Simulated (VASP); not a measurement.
# Mo in VASP: a series of runs

The runs below take Mo through single point, with PBEsol.

Everything below comes from runs of VASP 6.6.1. Logs are shortened: lines on timing, memory, paths and dates and some standing lists are left out, and cuts for length are marked.

### 1 The cell of the first run

Symmetry: P6/mmm, No. 191, hexagonal system. Conventional cell: a = 2.736 Å, b = 2.736 Å, c = 2.555 Å, α = 90.00°, β = 90.00°, γ = 120.00°. Mo (site symmetry 6/mmm) has 8 Mo at 2.56 to 2.74 Å within 3.4 Å.

This isn't the form of Mo at room conditions, which is bcc.

### 2 Single point, PBEsol

Input file INCAR:

```
SYSTEM = Mo
  ALGO = Normal
  EDIFF = 1E-6
  ENCUT = 520
  GGA = PS
  ISIF = 2
  ISMEAR = -1
  LASPH = .True.
  LCHARG = .True.
  LELF = .True.
  LREAL = .False.
  LVHAR = .True.
  LWAVE = .False.
  NBANDS = 13
  NELM = 60
  PREC = Accurate
  SIGMA = 0.1
```

Input file KPOINTS:

```
k-points
0
Gamma
  14 14 13
  0 0 0
```

Input file POSCAR:

```
Mo
1.0
    2.7355104000      0.0000000000      0.0000000000
   -1.3677552000      2.3690215000      0.0000000000
    0.0000000000      0.0000000000      2.5551807000
Mo
1
Direct
    0.0000000000      0.0000000000      0.5000000000
```

Potentials or basis: VASP PAW PBE potentials, release 64 (Mo_sv).

Run with:

```console
> cat potpaw_PBE.64/Mo_sv/POTCAR > POTCAR
> mpirun -np 1 vasp_std > vasp.out
```

OUTCAR:

```text
SYSTEM = Mo
   EDIFF = 1E-6
   ENCUT = 520
   GGA = PS
   ISIF = 2
   ISMEAR = -1
   LASPH = .True.
   LREAL = .False.
   NELM = 60
   PREC = Accurate

 ion  position               nearest neighbor table
   1  0.000  0.000  0.500-

  LATTYP: Found a hexagonal cell.
 ALAT       =     2.7355104000
 C/A-ratio  =     0.9340782254

  Lattice vectors:

 A1 = (   2.7355104000,   0.0000000000,   0.0000000000)
 A2 = (  -1.3677552000,   2.3690215000,   0.0000000000)
 A3 = (   0.0000000000,   0.0000000000,   2.5551807000)

Analysis of symmetry for initial positions (statically):
=====================================================================
 Subroutine PRICEL returns:
 Original cell was already a primitive cell.

 Routine SETGRP: Setting up the symmetry group for a
 hexagonal supercell.

 Subroutine GETGRP returns: Found 24 space group operations
 (whereof 24 operations were pure point group operations)
 out of a pool of 24 trial point group operations.

The static configuration has the point symmetry D_6h.

Analysis of symmetry for dynamics (positions and initial velocities):
=====================================================================
 Subroutine PRICEL returns:
 Original cell was already a primitive cell.

 Routine SETGRP: Setting up the symmetry group for a
 hexagonal supercell.

 Subroutine GETGRP returns: Found 24 space group operations
 (whereof 24 operations were pure point group operations)
 out of a pool of 24 trial point group operations.

The dynamic configuration has the point symmetry D_6h.

 Subroutine INISYM returns: Found 24 space group operations
 (whereof 24 operations are pure point group operations),
 and found     1 'primitive' translations

----------------------------------------------------------------------------------------

                                     Primitive cell

  volume of cell :      16.5588

  direct lattice vectors                    reciprocal lattice vectors
     2.735510400  0.000000000  0.000000000     0.365562492  0.211057603  0.000000000
    -1.367755200  2.369021500  0.000000000     0.000000000  0.422115207  0.000000000
     0.000000000  0.000000000  2.555180700     0.000000000  0.000000000  0.391361754

  length of vectors
     2.735510400  2.735510401  2.555180700     0.422115207  0.422115207  0.391361754

  position of ions in fractional coordinates (direct lattice)
     0.000000000  0.000000000  0.500000000

  ion indices of the primitive-cell ions
   primitive index   ion index
                 1           1

----------------------------------------------------------------------------------------

 KPOINTS: k-points

Automatic generation of k-mesh.
 Grid dimensions read from file:
 generate k-points for:   14   14   13

 Generating k-lattice:

  Cartesian coordinates                     Fractional coordinates (reciprocal lattice)
     0.026111607  0.015075543  0.000000000     0.071428571  0.000000000  0.000000000
     0.000000000  0.030151086  0.000000000     0.000000000  0.071428571  0.000000000
     0.000000000  0.000000000  0.030104750     0.000000000  0.000000000  0.076923077

  Length of vectors
     0.030151086  0.030151086  0.030104750

  Shift w.r.t. Gamma in fractional coordinates (k-lattice)
     0.000000000  0.000000000  0.000000000

 Subroutine IBZKPT returns following result:
 ===========================================

 Found    168 irreducible k-points:

 Following reciprocal coordinates:
            Coordinates               Weight
  0.000000  0.000000  0.000000      1.000000
  0.071429 -0.000000  0.000000      6.000000
  0.142857 -0.000000  0.000000      6.000000
  0.214286  0.000000  0.000000      6.000000
  0.285714 -0.000000  0.000000      6.000000
  0.357143  0.000000  0.000000      6.000000
[... 16 lines left out ...]
  0.285714  0.285714  0.000000      6.000000
  0.357143  0.285714  0.000000      6.000000
 [... further k-points ...]
   k-points           NKPTS =    168   k-points in BZ     NKDIM =    168   number of bands    NBANDS=     13
   number of dos      NEDOS =    301   number of ions     NIONS =      1
   total plane-waves  NPLWV =   8000
   dimension x,y,z NGX =    20 NGY =   20 NGZ =   20
   dimension x,y,z NGXF=    40 NGYF=   40 NGZF=   40
   ions per type =               1
   NGX,Y,Z   is equivalent  to a cutoff of  12.15, 12.15, 13.01 a.u.
   NGXF,Y,Z  is equivalent  to a cutoff of  24.31, 24.31, 26.02 a.u.
 SYSTEM =  Mo
   PREC   = accura    normal or accurate (medium, high low for compatibility)
   ISTART =      0    job   : 0-new  1-cont  2-samecut
   ICHARG =      2    charge: 1-file 2-atom 10-const
   ISPIN  =      1    spin polarized calculation?
   LNONCOLLINEAR =      F non collinear calculations
   LSORBIT =      F    spin-orbit coupling
   LASPH  =      T    aspherical Exc in radial PAW
   ENCUT  =  520.0 eV  38.22 Ry    6.18 a.u.   5.09  5.09  4.75*2*pi/ulx,y,z
   NELM   =     60;   NELMIN=  2; NELMDL= -5     # of ELM steps
   EDIFF  = 0.1E-05   stopping-criterion for ELM
   LREAL  =      F    real-space projection
   EDIFFG = 0.1E-04   stopping-criterion for IOM
   NSW    =      0    number of steps for IOM
   IBRION =     -1    ionic relax: 0-MD 1-quasi-New 2-CG
   NFREE  =      0    steps in history (QN), initial steepest desc. (CG)
   ISIF   =      2    stress and relaxation
   ISYM   =      2    0-nonsym 1-usesym 2-fastsym
   POTIM  = 0.5000    time-step for ionic-motion
   TEBEG  =    0.0;   TEEND  =   0.0 temperature during run
   PSTRESS=    0.0 pullay stress
   NELECT =      14.0000    total number of electrons
   NUPDOWN=      -1.0000    fix difference up-down
   EMIN   =  10.00;   EMAX   =-10.00  energy-range for DOS
   EFERMI =   0.00;   METHOD = LEGACY
   ISMEAR =    -1;   SIGMA  =   0.10  broadening in eV -4-tet -1-fermi 0-gaus
   EFERMI_NEDOS =   21; number of points for ismear=-14 and -15
   IALGO  =     38    algorithm
   IMIX   =      4    mixing-type and parameters
     AMIX     =   0.40;   BMIX     =  1.00
     AMIX_MAG =   1.60;   BMIX_MAG =  1.00
  volume/ion in A,a.u.               =      16.56       111.74
  Fermi-wavevector in a.u.,A,eV,Ry     =   1.548013  2.925320 32.604229  2.396343
  Thomas-Fermi vector in A             =   2.653024
   LORBIT       =      0    0 simple, 1 ext, 2 COOP (PROOUT), +10 PAW based schemes
   GGA     = PS    functional components
   LHFCALC =     F    Hartree Fock is set to
   AEXX    =    0.0000 exact exchange contribution
   IVDW    =     0    specifies the selected vdW correction
   LEPSILON=     F    determine dielectric tensor
   LRPA    =     F    only Hartree local field effects (RPA)
 non-spin polarized calculation
  energy-cutoff  :      520.00
  volume of cell :       16.56
 maximum number of plane-waves:       460
   NGX = 11   NGY = 11   NGZ =  9

 number of electron      14.0000002 magnetization

 Free energy of the ion-electron system (eV)
  ---------------------------------------------------
  ext. energy  EPLUGINS =         0.00000000
  ---------------------------------------------------
  free energy    TOTEN  =       -10.87843730 eV

  energy without entropy =      -10.84967626  energy(sigma->0) =      -10.86405678

 E-fermi :  11.3969     XC(G=0): -13.1173

 val. band max:       11.3921392416   @ k =   0.2857   0.0714   0.3846
 cond. band min:      11.3979197596   @ k =   0.4286   0.1429   0.0000
 fundamental gap:      0.0057805179
 Fermi energy:        11.3968768854

 k-point     1 :       0.0000    0.0000    0.0000
  band No.  band energies     occupation
      1     -49.5146      2.00000
      2     -22.8186      2.00000
      3     -22.8186      2.00000
      4     -22.7520      2.00000
      5       4.6074      2.00000
      6       7.1219      2.00000
      7      10.5235      1.99968
      8      10.5235      1.99968
      9      15.5547      0.00000
     10      15.5547      0.00000
     11      24.4228      0.00000
     12      27.1612      0.00000
     13      31.9606      0.00000

 k-point     2 :       0.0714   -0.0000    0.0000
  band No.  band energies     occupation
      1     -49.5036      2.00000
      2     -22.8919      2.00000
      3     -22.8350      2.00000
      4     -22.7443      2.00000
      5       4.8071      2.00000
      6       7.2085      2.00000
      7      10.3255      1.99996
      8      10.7080      1.99796
      9      15.3360      0.00000
     10      15.5190      0.00000
     11      24.8800      0.00000
     12      27.5654      0.00000
     13      30.8808      0.00000

 k-point     3 :       0.1429   -0.0000    0.0000
  band No.  band energies     occupation
      1     -49.4727      2.00000
      2     -23.0942      2.00000
      3     -22.8805      2.00000
      4     -22.7228      2.00000
      5       5.3523      2.00000
      6       7.4518      2.00000
      7       9.8739      2.00000
      8      11.2493      1.62778
      9      14.7792      0.00000
     10      15.4204      0.00000
     11      26.0035      0.00000
     12      28.6538      0.00000
     13      29.0536      0.00000
[... 305 lines left out ...]
 k-point    23 :       0.2857    0.2857    0.0000
  band No.  band energies     occupation
      1     -49.2681      2.00000
      2     -23.9385      2.00000
      3     -23.5836      2.00000
      4     -22.5817      2.00000
      5       8.4366      2.00000
      6       8.7643      2.00000
      7       9.7748      2.00000
      8      12.9736      0.00000
      9      13.7814      0.00000
     10      18.2237      0.00000
     11      20.5218      0.00000
     12      21.4090      0.00000
     13      30.5021      0.00000

 k-point    24 :       0.3571    0.2857    0.0000
  band No.  band energies     occupation
      1     -49.2610      2.00000
      2     -23.8931      2.00000
      3     -23.6832      2.00000
      4     -22.5768      2.00000
      5       8.5119      2.00000
      6       8.9280      2.00000
      7       9.8274      2.00000
      8      13.0824      0.00000
      9      13.5531      0.00000
     10      19.0636      0.00000
     11      19.9814      0.00000
     12      20.6058      0.00000
     13      31.2695      0.00000

 [... further k-points ...]
[... 5 lines left out ...]
  --------------------------------------------------------------------------------------
  -------------------------------------------------------------------------------------
  Total       -0.0861002     -0.0861002     -0.7538075      0.0000000     -0.0000000      0.0000000
  in kB       -8.3307836     -8.3307836    -72.9360148      0.0000000     -0.0000000      0.0000000
  external PRESSURE =     -29.8658607 kB  Pullay stress =       0.0000000 kB

 VOLUME and BASIS-vectors are now :
 -----------------------------------------------------------------------------
  energy-cutoff  :      520.00
  volume of cell :       16.56
      direct lattice vectors                 reciprocal lattice vectors
     2.735510400  0.000000000  0.000000000     0.365562492  0.211057603  0.000000000
    -1.367755200  2.369021500  0.000000000     0.000000000  0.422115207  0.000000000
     0.000000000  0.000000000  2.555180700     0.000000000  0.000000000  0.391361754

 POSITION                                       TOTAL-FORCE (eV/Angst)
 -----------------------------------------------------------------------------------
      0.00000      0.00000      1.27759         0.000000      0.000000      0.000000
 -----------------------------------------------------------------------------------
    total drift:                               -0.000000      0.000000     -0.000000

  FREE ENERGIE OF THE ION-ELECTRON SYSTEM (eV)
  ---------------------------------------------------
  free  energy   TOTEN  =       -10.8784372954 eV

  energy  without entropy=      -10.8496762646  energy(sigma->0) =      -10.86405678
```

Run time: 9.7 s. Hardware: 1 thread of Intel Xeon 6975P-C (Granite Rapids), shared host; peak memory 0.15 GiB.

Results:

```yaml
Free_energy: -10.8784 eV
Pressure: -3.0 GPa
Band_gap_on_the_k_mesh: zero (bands 7 and 8 overlap by 1.89 eV)
```

Stress tensor (GPa, compression positive):
```
-0.83  0.00  0.00
 0.00 -0.83  0.00
 0.00  0.00 -7.29
```

Caveat: the stress differs along the axes, from -7 to -1 GPa; the PAW data sets were made with another functional, which shifts forces and pressure a little.

### 3 Single point, PBEsol

Input file INCAR:

```
SYSTEM = Mo
ALGO = Normal
EDIFF = 1E-7
ENCUT = 520
GGA = PS
ISIF = 2
ISMEAR = -1
LASPH = .True.
LCHARG = .False.
LREAL = .False.
LWAVE = .False.
NBANDS = 13
NELM = 80
PREC = Accurate
SIGMA = 0.1
```

KPOINTS is that of step 2.

Input file POSCAR:

```
Mo
1.0
    2.7355104000     -0.0410326560      0.0000000000
   -1.4032905225      2.3895378280      0.0000000000
    0.0000000000      0.0000000000      2.5551807000
Mo
1
Direct
    0.0000000000      0.0000000000      0.5000000000
```

Potentials or basis: VASP PAW PBE potentials, release 64 (Mo_sv).

Run with:

```console
> cat potpaw_PBE.64/Mo_sv/POTCAR > POTCAR
> mpirun -np 1 vasp_std > vasp.out
```

Wall time 41 s (1 thread of Intel Xeon 6975P-C (Granite Rapids), shared host); peak memory 0.24 GiB.

Results (log left out):

- Free energy: -10.8804 eV
- Pressure: -2.9 GPa
- Band gap on the k mesh: zero (bands 7 and 8 overlap by 1.73 eV)

Stress tensor (GPa, compression positive):
```
-0.78 -1.09  0.00
-1.09 -0.42  0.00
 0.00  0.00 -7.45
```

Levels at points of the mesh, in eV from the Fermi level:
| k point | band 5 | band 6 | band 7 | band 8 | band 9 | band 10 |
| --- | --- | --- | --- | --- | --- | --- |
| (0.00, 0.00, 0.00) | -6.81 | -4.29 | -1.22 | -0.57 | 4.08 | 4.20 |
| (0.50, 0.00, 0.00) | -4.96 | -3.03 | 0.97 | 1.24 | 3.35 | 4.52 |
| (0.00, 0.50, 0.00) | -4.92 | -3.10 | 0.98 | 1.05 | 3.47 | 4.41 |
| (0.50, 0.50, 0.00) | -4.90 | -3.17 | 0.87 | 1.01 | 3.59 | 4.36 |

Caveat: the stress differs along the axes, from -7 to -0 GPa; the PAW data sets were made with another functional, which shifts forces and pressure a little.

### 4 Single point, PBEsol

Input file INCAR:

```
SYSTEM = Mo
PREC     = Accurate       ! precision mode
ENCUT    = 520            ! plane-wave cutoff, eV
EDIFF    = 1E-6           ! SCF threshold, eV
ISMEAR   = -1             ! smearing method
SIGMA    = 0.1            ! smearing width, eV
LREAL    = .FALSE.        ! projectors in reciprocal space
LASPH    = .TRUE.         ! aspherical terms in the spheres
NELM     = 60             ! most SCF steps
ALGO     = Normal         ! electronic algorithm
ISIF     = 2              ! what is computed and relaxed
LWAVE    = .FALSE.        ! write WAVECAR
LCHARG   = .FALSE.        ! write CHGCAR
GGA      = PS             ! functional
NBANDS   = 13             ! bands
```

Input file KPOINTS:

```
regular mesh
0
G
  14 14 13
  0 0 0
```

Input file POSCAR:

```
Mo
1.0
    2.7355104000     -0.0273551040      0.0000000000
   -1.3914454150      2.3826990520      0.0000000000
    0.0000000000      0.0000000000      2.5551807000
Mo
1
Direct
    0.0000000000      0.0000000000      0.5000000000
```

Run with:

```console
> cat potpaw_PBE.64/Mo_sv/POTCAR > POTCAR
> mpirun -np 1 vasp_std > vasp.out
```

Wall time 50 s (1 thread of Intel Xeon 6975P-C (Granite Rapids), shared host); peak memory 0.24 GiB.

Results (log left out):

```
Free energy            : -10.8794 eV
Pressure               : -2.9 GPa
Band gap on the k mesh : zero (bands 7 and 8 overlap by 1.79 eV)
```

Stress tensor (GPa, compression positive):
```
-0.80 -0.84  0.00
-0.84 -0.64  0.00
 0.00  0.00 -7.38
```

Levels at points of the mesh, in eV from the Fermi level:
| k point | band 4 | band 5 | band 6 | band 7 | band 8 | band 9 | band 10 | band 11 |
| --- | --- | --- | --- | --- | --- | --- | --- | --- |
| (0.00, 0.00, 0.00) | -34.16 | -6.80 | -4.28 | -1.10 | -0.66 | 4.11 | 4.19 | 13.02 |
| (0.50, 0.00, 0.00) | -33.99 | -4.94 | -3.04 | 0.99 | 1.18 | 3.39 | 4.51 | 10.34 |
| (0.00, 0.50, 0.00) | -34.00 | -4.91 | -3.09 | 1.00 | 1.06 | 3.48 | 4.44 | 10.19 |
| (0.50, 0.50, 0.00) | -34.01 | -4.90 | -3.14 | 0.94 | 1.02 | 3.56 | 4.40 | 10.02 |

Caveat: the stress differs along the axes, from -7 to -1 GPa; the PAW data sets were made with another functional, which shifts forces and pressure a little.

### 5 Single point, PBEsol

Input file INCAR:

```
SYSTEM = Mo
PREC = Accurate
ENCUT = 520
EDIFF = 1E-6
ISMEAR = -1
SIGMA = 0.1
LREAL = .FALSE.
LASPH = .TRUE.
NELM = 100
ALGO = Normal
ISIF = 2
LWAVE = .FALSE.
LCHARG = .TRUE.
GGA = PS
LELF = .TRUE.
LVHAR = .TRUE.
NBANDS = 13
```

KPOINTS is that of step 4.

Input file POSCAR:

```
Mo
1.0
    2.7355104000     -0.0136775520      0.0000000000
   -1.3796003075      2.3758602760      0.0000000000
    0.0000000000      0.0000000000      2.5551807000
Mo
1
Direct
    0.0000000000      0.0000000000      0.5000000000
```

Run with:

```console
> cat potpaw_PBE.64/Mo_sv/POTCAR > POTCAR
> mpirun -np 1 vasp_std > vasp.out
```

Run time: 40 s. Hardware: 1 thread of Intel Xeon 6975P-C (Granite Rapids), shared host; peak memory 0.24 GiB.

The run converged. Its results:

```
Free energy            : -10.8787 eV
Pressure               : -3.0 GPa
Band gap on the k mesh : zero (bands 7 and 8 overlap by 1.78 eV)
```

Stress tensor (GPa, compression positive):
```
-0.82 -0.47  0.00
-0.47 -0.78  0.00
 0.00  0.00 -7.32
```

Levels at points of the mesh, in eV from the Fermi level:
```
           k point  band 5  band 6  band 7  band 8  band 9  band 10
(0.00, 0.00, 0.00)   -6.79   -4.28   -0.99   -0.77    4.14     4.18
(0.50, 0.00, 0.00)   -4.92   -3.06    1.00    1.13    3.44     4.49
(0.00, 0.50, 0.00)   -4.91   -3.09    1.01    1.07    3.48     4.46
(0.50, 0.50, 0.00)   -4.90   -3.11    1.00    1.02    3.52     4.44
```

Caveat: the stress differs along the axes, from -7 to -1 GPa; the PAW data sets were made with another functional, which shifts forces and pressure a little.

### 6 The runs side by side

| cell | gap on the mesh (eV) | pressure (GPa) |
| --- | --- | --- |
| a = 2.736, b = 2.736, c = 2.555 Å, angles 90.0, 90.0, 120.0°, 1 atom | none | -3.0 |
| a = 2.736, b = 2.771, c = 2.555 Å, angles 90.0, 90.0, 121.3°, 1 atom | none | -2.9 |
| a = 2.736, b = 2.759, c = 2.555 Å, angles 90.0, 90.0, 120.9°, 1 atom | none | -2.9 |
| a = 2.736, b = 2.747, c = 2.555 Å, angles 90.0, 90.0, 120.4°, 1 atom | none | -3.0 |

Alike in all rows: task single point; level PBEsol; potentials or basis VASP PAW PBE potentials, release 64 (Mo_sv); no spin polarisation; k mesh 14 × 14 × 13; cutoff (eV) 520; smearing fermi-dirac 0.1 eV.

Caveats: the PAW data sets were made with another functional, which shifts forces and pressure a little; the stress differs along the axes, from -7 to -1 GPa (at least some runs); the stress differs along the axes, from -7 to -0 GPa (at least some runs).

Absolute energies hang on the potentials; compare differences alone.
